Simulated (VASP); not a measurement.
Runs of VASP 6.6.1 on Pt. The structure is that of space group I4/mmm (No. 139), or close to it. The cells are those of the table. 

```tsv
cell	gap on the mesh (eV)	pressure (GPa)
a = 2.723 Å, angles 107.3, 107.3, 113.9°, 1 atom	none	0.5
a = 2.724 Å, angles 112.1, 112.1, 104.2°, 1 atom	none	(a)
a = 2.739 Å, angles 114.7, 114.7, 99.4°, 1 atom	none	-0.7
a = 2.734 Å, angles 105.4, 105.4, 118.0°, 1 atom	none	0.0
```

Alike in all rows: task single point; level r2SCAN; potentials or basis VASP PAW PBE potentials, release 64 (Pt); no spin polarisation; k mesh 30 × 30 × 30; cutoff (eV) 520; smearing gaussian 0.15 eV.

Problem. Fill in the values left out.

Solution. (a) 0.3.

Caveats: the PAW data sets were made with another functional, which shifts forces and pressure a little; spin-orbit coupling is left out, which moves the levels of the heavy elements; the stress differs along the axes, from -5 to 3 GPa (at least some runs); the stress differs along the axes, from -2 to 4 GPa (at least some runs); the stress differs along the axes, from -3 to 3 GPa (at least some runs); the stress differs along the axes, from -7 to 3 GPa (at least some runs).

A k mesh can miss the band edges, and the runs leave out spin-orbit coupling on Pt.

A gap of «none» marks levels without a gap at the run's occupations.
